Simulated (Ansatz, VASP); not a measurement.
MgI2 in VASP and in Ansatz

```
Mg I
1.0
     4.21601    0.00000    0.00000
    -2.10800    3.65117    0.00000
     0.00000    0.00000    6.75907
Mg I
1 2
Direct
  0.00000 0.00000 0.00000
  0.33333 0.66667 0.75763
  0.66667 0.33333 0.24237
```

Change from the starting cell: strain +0.015 along x and y, -0.015 along z, atoms carried along.

Alike in both runs: task single point; functional PBE; k mesh 6 × 6 × 4; occupations gaussian, width 0.05 eV; no spin polarisation.

|  | VASP | Ansatz |
| --- | --- | --- |
| version | VASP 6.6.1 | Ansatz 0.2.0 |
| potentials or method | VASP PAW PBE potentials, release 64 (Mg, I), cutoff 520 eV | scalar-relativistic, plane waves, PAW |
| valence electrons in the cell | 16 | 44 |

Ansatz gave:

| Property | Result |
| --- | --- |
| gap on the k mesh at the Fermi level (eV) | 3.37 |
| least direct gap on the mesh (eV) | 3.45 |
| pressure (GPa) | 0.8 |
| traceless stress, the component that is largest in VASP (GPa) | 0.74 |
| rms of the force components (eV/Å) | 0.019 |

Task: Which values does VASP return?

Result: gap on the k mesh at the Fermi level (eV): 3.35; least direct gap on the mesh (eV): 3.44; pressure (GPa): 0.7; traceless stress, the component that is largest in VASP (GPa): 0.75; rms of the force components (eV/Å): 0.014.

Atom by atom the forces differ by 0.005 eV/Å (rms over components). VASP's potentials hold 16 valence electrons a cell and Ansatz's 44, so a difference there can come from the potentials and not from the codes.

Neither program's run includes spin-orbit coupling.
